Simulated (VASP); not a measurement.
Runs of VASP 6.6.1 on V. The structure is that of space group Im-3m (No. 229), or close to it. The cells are those of the table. 

```csv
spin,cell,k mesh,smearing,gap on the mesh (eV),pressure (GPa)
off,"a = 2.597 Å, angles 109.5°, 1 atom",15 × 15 × 15,methfessel-paxton 0.2 eV,none,-0.3
off,"a = 2.597 Å, angles 109.5°, 1 atom",15 × 15 × 15,methfessel-paxton 0.6 eV,none,0.0
off,"a = 2.525 Å, angles 109.5°, 1 atom",24 × 24 × 24,fermi-dirac 0.1 eV,none,18.1
off,"a = 2.597 Å, angles 109.5°, 1 atom",15 × 15 × 15,fermi-dirac 0.3 eV,none,2.8
off,"a = 2.597 Å, angles 109.5°, 1 atom",15 × 15 × 15,gaussian 0.6 eV,none,1.7
"non-collinear, typed start, SOC","a = 2.595 Å, angles 109.5°, 1 atom",15 × 15 × 15,fermi-dirac 0.05 eV,-,(a)
off,"a = 2.597 Å, angles 109.5°, 1 atom",24 × 24 × 24,fermi-dirac 0.1 eV,none,0.3
off,"a = 2.664 Å, angles 109.5°, 1 atom",24 × 24 × 24,fermi-dirac 0.1 eV,none,-11.8
off,"a = 2.597 Å, angles 109.5°, 1 atom",15 × 15 × 15,fermi-dirac 0.6 eV,none,11.1
off,"a = 2.597 Å, angles 109.5°, 1 atom",4 × 4 × 4,fermi-dirac 0.1 eV,none,(b)
off,"a = 2.597 Å, angles 109.5°, 1 atom",15 × 15 × 15,gaussian 0.1 eV,none,-0.3
off,"a = 2.597 Å, angles 109.5°, 1 atom",5 × 5 × 5,fermi-dirac 0.1 eV,none,1.8
```

Alike in all rows: task single point; level PBE; potentials or basis VASP PAW PBE potentials, release 64 (V_sv); cutoff (eV) 520.

**Question.** Estimate the missing entries.

**Answer.** (a) 0.2; (b) -0.6.

Caveats: some runs use coarse meshes.

A gap of «none» marks levels without a gap at the run's occupations.
